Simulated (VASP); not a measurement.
# AlFe3 (Fm-3m) in VASP: notebook

The runs below take AlFe3 through single point, relaxation of cell and atoms, with LDA.

Program: VASP 6.6.1. These are calculated values, not measurements. Logs are shortened: lines on timing, memory, paths and dates and some standing lists are left out, and cuts for length are marked.

### Step 1. The cell of the first run

It takes space group Fm-3m (No. 225, cubic). Conventional cell: a = 5.579 Å, b = 5.579 Å, c = 5.579 Å, α = 90.00°, β = 90.00°, γ = 90.00°. Al (site symmetry m-3m) has 14 Fe at 2.42 to 2.79 Å within 3.2 Å. Within 3.2 Å of Fe (site symmetry m-3m) lie 8 Fe at 2.42 Å and 6 Al at 2.79 Å. Within 3.2 Å of Fe (site symmetry -43m) lie 4 Al at 2.42 Å and 10 Fe at 2.42 to 2.79 Å.

### Step 2. Single point, LDA, collinear spin, ferromagnetic start

File INCAR:

```
SYSTEM = AlFe3
ALGO = Normal
EDIFF = 1E-7
ENCUT = 520
GGA = CA
ISIF = 2
ISMEAR = -1
ISPIN = 2
LASPH = .TRUE.
LCHARG = .TRUE.
LELF = .TRUE.
LMAXMIX = 4
LORBIT = 11
LREAL = .FALSE.
LVHAR = .TRUE.
LWAVE = .FALSE.
MAGMOM = 0 3.5 3.5 3.5
NBANDS = 26
NELM = 150
PREC = Accurate
SIGMA = 0.05
```

File KPOINTS:

```
k-points
0
G
  7 7 7
  0 0 0
```

File POSCAR:

```
AlFe3
1.0
    3.9448542901      0.0000000000      0.0000000000
    1.9724271451      3.4163440295      0.0000000000
    1.9724271451      1.1387813432      3.2209600402
Al Fe
1 3
Direct
    0.0000000000      0.0000000000      0.0000000000
    0.5000000000      0.5000000000      0.5000000000
    0.2500000000      0.2500000000      0.2500000000
    0.7500000000      0.7500000000      0.7500000000
```

Potentials or basis: VASP PAW LDA potentials, release 64 (Al, Fe).

Run with:

```
cat potpaw_LDA.64/Al/POTCAR potpaw_LDA.64/Fe/POTCAR > POTCAR
mpirun -np 1 vasp_std > vasp.out
```

OUTCAR:

```text
SYSTEM = AlFe3
   EDIFF = 1E-7
   ENCUT = 520
   GGA = CA
   ISIF = 2
   ISMEAR = -1
   ISPIN = 2
   LASPH = .TRUE.
   LORBIT = 11
   LREAL = .FALSE.
   NELM = 150
   PREC = Accurate

 ion  position               nearest neighbor table
   1  0.000  0.000  0.000-   4 2.42   3 2.42   3 2.42   4 2.42   3 2.42   4 2.42   4 2.42   3 2.42
                             2 2.79   2 2.79   2 2.79   2 2.79   2 2.79   2 2.79
   2  0.500  0.500  0.500-   3 2.42   4 2.42   4 2.42   3 2.42   3 2.42   4 2.42   3 2.42   4 2.42
                             1 2.79   1 2.79   1 2.79   1 2.79   1 2.79   1 2.79
   3  0.250  0.250  0.250-   1 2.42   2 2.42   2 2.42   1 2.42   1 2.42   2 2.42   1 2.42   2 2.42
                             4 2.79   4 2.79   4 2.79   4 2.79   4 2.79   4 2.79
   4  0.750  0.750  0.750-   2 2.42   1 2.42   1 2.42   2 2.42   1 2.42   2 2.42   2 2.42   1 2.42
                             3 2.79   3 2.79   3 2.79   3 2.79   3 2.79   3 2.79

  LATTYP: Found a face centered cubic cell.
 ALAT       =     5.5788664387

  Lattice vectors:

 A1 = (   3.9448542901,   0.0000000000,   0.0000000000)
 A2 = (   1.9724271451,   3.4163440295,   0.0000000000)
 A3 = (   1.9724271451,   1.1387813432,   3.2209600402)

Analysis of symmetry for initial positions (statically):
=====================================================================
 Subroutine PRICEL returns:
 Original cell was already a primitive cell.

 Routine SETGRP: Setting up the symmetry group for a
 face centered cubic supercell.

 Subroutine GETGRP returns: Found 48 space group operations
 (whereof 48 operations were pure point group operations)
 out of a pool of 48 trial point group operations.

The static configuration has the point symmetry O_h .

Analysis of symmetry for dynamics (positions and initial velocities):
=====================================================================
 Subroutine PRICEL returns:
 Original cell was already a primitive cell.

 Routine SETGRP: Setting up the symmetry group for a
 face centered cubic supercell.

 Subroutine GETGRP returns: Found 48 space group operations
 (whereof 48 operations were pure point group operations)
 out of a pool of 48 trial point group operations.

The dynamic configuration has the point symmetry O_h .

Analysis of structural, dynamic, and magnetic symmetry:
=====================================================================
 Subroutine PRICEL returns:
 Original cell was already a primitive cell.

 Routine SETGRP: Setting up the symmetry group for a
 face centered cubic supercell.

 Subroutine GETGRP returns: Found 48 space group operations
 (whereof 48 operations were pure point group operations)
 out of a pool of 48 trial point group operations.

The overall configuration has the point symmetry O_h .

 Subroutine INISYM returns: Found 48 space group operations
 (whereof 48 operations are pure point group operations),
 and found     1 'primitive' translations

----------------------------------------------------------------------------------------

                                     Primitive cell

  volume of cell :      43.4088

  direct lattice vectors                    reciprocal lattice vectors
     3.944854290  0.000000000  0.000000000     0.253494788 -0.146355284 -0.103488814
     1.972427145  3.416344029  0.000000000     0.000000000  0.292710568 -0.103488814
     1.972427145  1.138781343  3.220960040     0.000000000  0.000000000  0.310466441

  length of vectors
     3.944854290  3.944854290  3.944854290     0.310466441  0.310466441  0.310466441

  position of ions in fractional coordinates (direct lattice)
     0.000000000  0.000000000  0.000000000
     0.500000000  0.500000000  0.500000000
     0.250000000  0.250000000  0.250000000
     0.750000000  0.750000000  0.750000000

  ion indices of the primitive-cell ions
   primitive index   ion index
                 1           1
                 2           2
                 3           3
                 4           4

----------------------------------------------------------------------------------------

 KPOINTS: k-points

Automatic generation of k-mesh.
 Grid dimensions read from file:
[... 22 lines left out ...]
  0.000000  0.000000  0.000000      1.000000
  0.142857  0.000000  0.000000      8.000000
  0.285714 -0.000000 -0.000000      8.000000
  0.428571 -0.000000  0.000000      8.000000
  0.142857  0.142857  0.000000      6.000000
  0.285714  0.142857 -0.000000     24.000000
[... 12 lines left out ...]
 -0.428571  0.428571  0.142857     24.000000
 -0.285714  0.428571  0.142857     24.000000
   k-points           NKPTS =     20   k-points in BZ     NKDIM =     20   number of bands    NBANDS=     26
   number of dos      NEDOS =    301   number of ions     NIONS =      4
   total plane-waves  NPLWV =  27000
   dimension x,y,z NGX =    30 NGY =   30 NGZ =   30
   dimension x,y,z NGXF=    60 NGYF=   60 NGZF=   60
   ions per type =               1   3
   NGX,Y,Z   is equivalent  to a cutoff of  12.64, 12.64, 12.64 a.u.
   NGXF,Y,Z  is equivalent  to a cutoff of  25.29, 25.29, 25.29 a.u.
 SYSTEM =  AlFe3
   PREC   = accura    normal or accurate (medium, high low for compatibility)
   ISTART =      0    job   : 0-new  1-cont  2-samecut
   ICHARG =      2    charge: 1-file 2-atom 10-const
   ISPIN  =      2    spin polarized calculation?
   LNONCOLLINEAR =      F non collinear calculations
   LSORBIT =      F    spin-orbit coupling
   LASPH  =      T    aspherical Exc in radial PAW
   ENCUT  =  520.0 eV  38.22 Ry    6.18 a.u.   7.33  7.33  7.33*2*pi/ulx,y,z
   NELM   =    150;   NELMIN=  2; NELMDL= -5     # of ELM steps
   EDIFF  = 0.1E-06   stopping-criterion for ELM
   LREAL  =      F    real-space projection
   EDIFFG = 0.1E-05   stopping-criterion for IOM
   NSW    =      0    number of steps for IOM
   IBRION =     -1    ionic relax: 0-MD 1-quasi-New 2-CG
   NFREE  =      0    steps in history (QN), initial steepest desc. (CG)
   ISIF   =      2    stress and relaxation
   ISYM   =      2    0-nonsym 1-usesym 2-fastsym
   POTIM  = 0.5000    time-step for ionic-motion
   TEBEG  =    0.0;   TEEND  =   0.0 temperature during run
   PSTRESS=    0.0 pullay stress
   NELECT =      27.0000    total number of electrons
   NUPDOWN=      -1.0000    fix difference up-down
   EMIN   =  10.00;   EMAX   =-10.00  energy-range for DOS
   EFERMI =   0.00;   METHOD = LEGACY
   ISMEAR =    -1;   SIGMA  =   0.05  broadening in eV -4-tet -1-fermi 0-gaus
   EFERMI_NEDOS =   21; number of points for ismear=-14 and -15
   IALGO  =     38    algorithm
   IMIX   =      4    mixing-type and parameters
     AMIX     =   0.40;   BMIX     =  1.00
     AMIX_MAG =   1.60;   BMIX_MAG =  1.00
  volume/ion in A,a.u.               =      10.85        73.23
  Fermi-wavevector in a.u.,A,eV,Ry     =   1.397452  2.640801 26.570424  1.952871
  Thomas-Fermi vector in A             =   2.520707
   LORBIT       =     11    0 simple, 1 ext, 2 COOP (PROOUT), +10 PAW based schemes
   GGA     = CA    functional components
   LHFCALC =     F    Hartree Fock is set to
   AEXX    =    0.0000 exact exchange contribution
   IVDW    =     0    specifies the selected vdW correction
   LEPSILON=     F    determine dielectric tensor
   LRPA    =     F    only Hartree local field effects (RPA)
 spin polarized calculation
  energy-cutoff  :      520.00
  volume of cell :       43.41
 maximum number of plane-waves:      1211
 NGX is ok and might be reduce to    30
   NGX = 15   NGY = 15   NGZ = 15

 number of electron      27.0000000 magnetization      10.5000000

 number of electron      26.9999977 magnetization       3.3862056

 Free energy of the ion-electron system (eV)
  ---------------------------------------------------
  ext. energy  EPLUGINS =         0.00000000
  ---------------------------------------------------
  free energy    TOTEN  =       -32.80282795 eV

  energy without entropy =      -32.75712165  energy(sigma->0) =      -32.77997480

 E-fermi :   7.5484     XC(G=0): -13.2505

 val. band max:        7.5447170398   @ k =  -0.4286   0.4286   0.0000
 cond. band min:       7.5661545799   @ k =  -0.2857   0.2857  -0.0000
 fundamental gap:      0.0214375401
 Fermi energy:         7.5484065467

 spin component 1

 k-point     1 :       0.0000    0.0000    0.0000
  band No.  band energies     occupation
      1      -2.4076      1.00000
      2       3.3010      1.00000
      3       3.3010      1.00000
      4       4.0851      1.00000
      5       4.0851      1.00000
      6       4.0851      1.00000
[... 549 lines left out ...]
     24      20.3807      0.00000
     25      21.3120      0.00000
 Fermi energy:         7.5484065467

 spin component 2

 k-point     1 :       0.0000    0.0000    0.0000
  band No.  band energies     occupation
      1      -2.2938      1.00000
      2       4.2436      1.00000
      3       4.2436      1.00000
      4       4.4396      1.00000
      5       4.4396      1.00000
      6       4.4396      1.00000
[... 549 lines left out ...]
     24      20.5037      0.00000
     25      21.5743      0.00000
 [bands above 25 left out]

------------------------ aborting loop because EDIFF is reached ----------------------------------------

  FORCE on cell =-STRESS in cart. coord.  units (eV):
  Direction    XX          YY          ZZ          XY          YZ          ZX
  --------------------------------------------------------------------------------------
  -------------------------------------------------------------------------------------
  Total       -1.3944145     -1.3944145     -1.3944145     -0.0000000     -0.0000000     -0.0000000
  in kB      -51.4664915    -51.4664915    -51.4664915     -0.0000000     -0.0000000     -0.0000000
  external PRESSURE =     -51.4664915 kB  Pullay stress =       0.0000000 kB

 VOLUME and BASIS-vectors are now :
 -----------------------------------------------------------------------------
  energy-cutoff  :      520.00
  volume of cell :       43.41
      direct lattice vectors                 reciprocal lattice vectors
     3.944854290  0.000000000  0.000000000     0.253494788 -0.146355284 -0.103488814
     1.972427145  3.416344029  0.000000000     0.000000000  0.292710568 -0.103488814
     1.972427145  1.138781343  3.220960040     0.000000000  0.000000000  0.310466441

 POSITION                                       TOTAL-FORCE (eV/Angst)
 -----------------------------------------------------------------------------------
      0.00000      0.00000      0.00000         0.000000      0.000000      0.000000
      3.94485      2.27756      1.61048         0.000000      0.000000      0.000000
      1.97243      1.13878      0.80524         0.000000     -0.000000     -0.000000
      5.91728      3.41634      2.41572        -0.000000      0.000000      0.000000
 -----------------------------------------------------------------------------------
    total drift:                               -0.000000      0.000000      0.000000

  FREE ENERGIE OF THE ION-ELECTRON SYSTEM (eV)
  ---------------------------------------------------
  free  energy   TOTEN  =       -32.8028279499 eV

  energy  without entropy=      -32.7571216508  energy(sigma->0) =      -32.77997480

 total charge

# of ion       s       p       d       tot
------------------------------------------
    1        0.428   0.469   0.000   0.897
    2        0.519   0.613   6.245   7.377
    3        0.476   0.583   6.464   7.523
    4        0.476   0.583   6.464   7.523
--------------------------------------------------
tot          1.900   2.247  19.174  23.321

 magnetization (x)

# of ion       s       p       d       tot
------------------------------------------
    1        0.004  -0.016   0.000  -0.012
    2        0.003  -0.011   2.117   2.109
    3       -0.010  -0.022   0.668   0.636
    4       -0.010  -0.022   0.668   0.636
--------------------------------------------------
tot         -0.013  -0.071   3.453   3.369
```

Run time: 2.3 min. Hardware: 1 thread of Intel Xeon Platinum 8488C (Sapphire Rapids), shared host; peak memory 0.18 GiB.

What came out:

* Free energy: -32.8028 eV
* Pressure: -5.1 GPa
* Net moment: 3.39 μB per cell
* Site moments: Al -0.01; Fe +2.11, +0.64 (each value once) μB
* Valence electrons inside the program's atomic spheres: Al 0.90; Fe 7.38, 7.52 (each value once)

Caveat: the cell stands under tension.

[end of part 1 of 2]
